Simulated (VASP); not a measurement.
Here is a VASP 6.6.1 calculation.

The input INCAR:

```
PREC = Accurate
ENCUT = 520
EDIFF = 1E-8
ISMEAR = 0
SIGMA = 0.01
LREAL = F
LASPH = T
NELM = 60
ALGO = Normal
ISIF = 2
LWAVE = F
LCHARG = F
GGA = PS
LEPSILON = T
```

Contents of KPOINTS:

```
regular mesh
0
Gamma
  6 6 6
```

File POSCAR:

```
Si
1.0
    3.8375530000      0.0000000000      0.0000000000
    1.9187765000      3.3234183864      0.0000000000
    1.9187765000      1.1078061288      3.1333489036
Si
2
Direct
    0.7500000000      0.7500000000      0.7500000000
    0.5000000000      0.5000000000      0.5000000000
```

Potentials or basis: VASP PAW PBE potentials, release 64 (Si).

Command:

```bash
$ cat potpaw_PBE.64/Si/POTCAR > POTCAR
$ mpirun -np 1 vasp_std > vasp.out
```

(1) Predict the electronic dielectric tensor (diagonal).

(2) Predict the Born charges (mean of the diagonal).

(3) Predict the band gap on the k mesh.

Results:

(1) 17.04.

(2) Si +0.00 e.

(3) 0.58 eV (least direct gap 2.51 eV).

Caveat: the gap is small at this level, which inflates the dielectric constant.
